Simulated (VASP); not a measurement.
Wanted: the native input for a VASP 6.6.1 run.

- Task: single point
- Functional: PBE
- Potentials or basis: VASP PAW PBE potentials, release 64 (Ba_sv, Be)
- Cutoff: 520 eV
- k mesh: 6 × 6 × 4
- Occupations: gaussian, width 0.1 eV
- Spin: no spin polarisation
- Dipole correction: no
- Further INCAR settings: ALGO = Normal; EDIFF = 1e-06; NBANDS = 18

The structure of Ba2Be lies in POSCAR:

```
Ba2Be
1.0
    4.3068588300      0.0000000000      0.0000000000
   -2.1534294100      3.7298491500      0.0000000000
    0.0000000000      0.0000000000      4.8301545000
Ba Be
2 1
Direct
    0.3333333300      0.6666666700      0.5000000000
    0.6666666700      0.3333333300      0.5000000000
    0.0000000000      0.0000000000      0.0000000000
```

The cell was generated, and may not be a known phase.

The input as run:

INCAR

```
ALGO     = Normal         # electronic algorithm
EDIFF    = 1E-6           # SCF threshold, eV
ENCUT    = 520            # plane-wave cutoff, eV
GGA      = PE             # functional
ISIF     = 2              # what is computed and relaxed
ISMEAR   = 0              # smearing method
LASPH    = True           # aspherical terms in the spheres
LCHARG   = False          # write CHGCAR
LREAL    = False          # projectors in reciprocal space
LWAVE    = False          # write WAVECAR
NBANDS   = 18             # bands
NELM     = 60             # most SCF steps
PREC     = Accurate       # precision mode
SIGMA    = 0.1            # smearing width, eV
```

KPOINTS

```
k-points
0
Gamma
  6 6 4
```

Potentials or basis: VASP PAW PBE potentials, release 64 (Ba_sv, Be).

Command:

```console
$ cat potpaw_PBE.64/Ba_sv/POTCAR potpaw_PBE.64/Be/POTCAR > POTCAR
$ mpirun -np 1 vasp_std > vasp.out
```

It gave:

| Quantity | Value |
| --- | --- |
| Pressure | 48.8 GPa |
| Band gap on the k mesh | zero (bands 11 and 12 overlap by 1.90 eV) |

Caveat: the stress differs along the axes, from -8 to 77 GPa; spin-orbit coupling is left out, which moves the levels of the heavy elements.

Wall time 34 s on 1 thread of Oxide Virtual Turin-like Processor (shared host), peak memory 0.15 GiB.
